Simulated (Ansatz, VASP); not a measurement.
One calculation of Pb, two programs

Contents of INCAR:

```
SYSTEM = Pb
PREC = Accurate
ENCUT = 520
EDIFF = 1E-6
ISMEAR = -1
SIGMA = 0.1
LREAL = .False.
LASPH = .True.
NELM = 80
ALGO = Normal
ISIF = 2
LWAVE = .False.
LCHARG = .False.
GGA = PE
NBANDS = 13
```

File KPOINTS:

```
regular mesh
0
Gamma
  13 13 13
  0 0 0
```

Contents of POSCAR:

```
Pb
1.0
   -2.0497547247      2.0497547247      2.0497547247
    2.0497547247     -2.0497547247      2.0497547247
    2.0497547247      2.0497547247     -2.0497547247
Pb
1
Direct
    0.0000000000      0.0000000000      0.0000000000
```

Input for Ansatz:

```yaml
crystal:
  lattice:
    - [-2.0497547247, 2.0497547247, 2.0497547247]
    - [2.0497547247, -2.0497547247, 2.0497547247]
    - [2.0497547247, 2.0497547247, -2.0497547247]
  atoms:
    - { symbol: Pb, position: [0.0, 0.0, 0.0] }
hamiltonian:
  xc: pbe
  pseudopotentials:
    kind: paw
    azcp:
      Pb: "pseudopotentials/Pb.paw.azcp"
basis:
  ecutwfc: 420
  fft_grid_basis: typed
kpoints:
  mp_grid: { grid: [13, 13, 13], shift: [0, 0, 0] }
magnetization:
  spin_polarized: false
scf:
  occupations: { method: fermi_dirac, width: 0.1 }
  lower_state_search: "off"
output:
  stress: true
```

Alike in both runs: task single point; functional PBE; k mesh 13 × 13 × 13; occupations fermi-dirac, width 0.1 eV; no spin polarisation.

|  | VASP | Ansatz |
| --- | --- | --- |
| version | VASP 6.6.1 | Ansatz 0.2.0 |
| potentials or method | VASP PAW PBE potentials, release 64 (Pb_d), cutoff 520 eV | plane waves (420 eV) with PAW, scalar-relativistic |
| valence electrons in the cell | 14 | 14 |

```tsv
	VASP	Ansatz	Ansatz less VASP
pressure (GPa)	-2.5	-2.5	+0.05
```

Spin-orbit coupling is off throughout.
